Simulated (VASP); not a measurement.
Here is a VASP 6.6.1 calculation.

File INCAR:

```
SYSTEM = ZrC
ALGO = Normal
EDIFF = 1E-7
EDIFFG = -0.02
ENCUT = 600
GGA = CA
IBRION = 2
ISIF = 3
ISMEAR = -1
LASPH = .True.
LCHARG = .False.
LREAL = .False.
LWAVE = .False.
NELM = 80
NSW = 80
PREC = Accurate
SIGMA = 0.1
```

File KPOINTS:

```
k-points
0
Gamma
  10 10 10
  0 0 0
```

File POSCAR:

```
ZrC
1.0
    0.0000000000      2.3650000000      2.3650000000
    2.3650000000      0.0000000000      2.3650000000
    2.3650000000      2.3650000000      0.0000000000
Zr C
1 1
Direct
    0.5000000000      0.5000000000      0.5000000000
    0.0000000000      0.0000000000      0.0000000000
```

Potentials or basis: VASP PAW LDA potentials, release 64 (Zr_sv, C).

Command:

```bash
$ cat potpaw_LDA.64/Zr_sv/POTCAR potpaw_LDA.64/C/POTCAR > POTCAR
$ mpirun -np 1 vasp_std > vasp.out
```

Problem. Predict the space group after relaxing (to 0.05 Å).

Solution. Fm-3m (No. 225).

Problem. What does it give for the relaxed volume?

Solution. 12.53 Å³/atom.

Step by step:
```
step  energy change (eV)  largest force (eV/Å)  pressure (GPa)  volume (Å³)
   1              0.0000                0.0000          -11.98        26.46
   2              0.1198                0.0000           27.33        22.85
   3             -0.0547                0.0000           -0.37        25.10
   4             -0.0548                0.0000           -0.05        25.06
```

LDA usually gives volumes a few per cent too small. Zero-point motion and thermal expansion aren't in these numbers.
